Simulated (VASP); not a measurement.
Runs of VASP 6.6.1 on GaSb. Symmetry: P6_3/mmc, No. 194, hexagonal system. The conventional cell has a = 3.981 Å, b = 3.981 Å, c = 6.948 Å, α = 90.00°, β = 90.00°, γ = 120.00°. Ga (site symmetry -3m) has 6 Sb at 2.88 Å and 2 Ga at 3.47 Å within 3.8 Å. Within 3.8 Å of Sb (site symmetry -6m2) lie 6 Ga at 2.88 Å. 

| level | k mesh | smearing | grid for exact exchange (PRECFOCK) | screening parameter | gap on the mesh (eV) | pressure (GPa) |
| --- | --- | --- | --- | --- | --- | --- |
| HSE06 | 6 × 6 × 2 | fermi-dirac 0.02 eV | Normal | 0.2079 1/Å | none | (a) |
| r2SCAN+D4 | 6 × 6 × 4 | fermi-dirac 0.02 eV | - | - | none | -1.0 |
| r2SCAN | 6 × 6 × 4 | gaussian 0.5 eV | - | - | none | 0.3 |
| r2SCAN | 6 × 6 × 4 | fermi-dirac 0.02 eV | - | - | none | 0.1 |

Alike in all rows: task single point; potentials or basis VASP PAW PBE potentials, release 64 (Ga_d, Sb); no spin polarisation; cell as given; cutoff (eV) 520.

Q: Estimate the missing entries.

A: (a) -1.1.

Caveats: some runs use coarse meshes; the PAW data sets were made with another functional, which shifts forces and pressure a little; spin-orbit coupling is left out, which moves the levels of the heavy elements; pairwise dispersion overbinds metals, which lowers pressure and volume (some runs).

A k mesh can miss the band edges, and the runs leave out spin-orbit coupling on Ga, Sb.

A gap of «none» marks levels without a gap at the run's occupations.
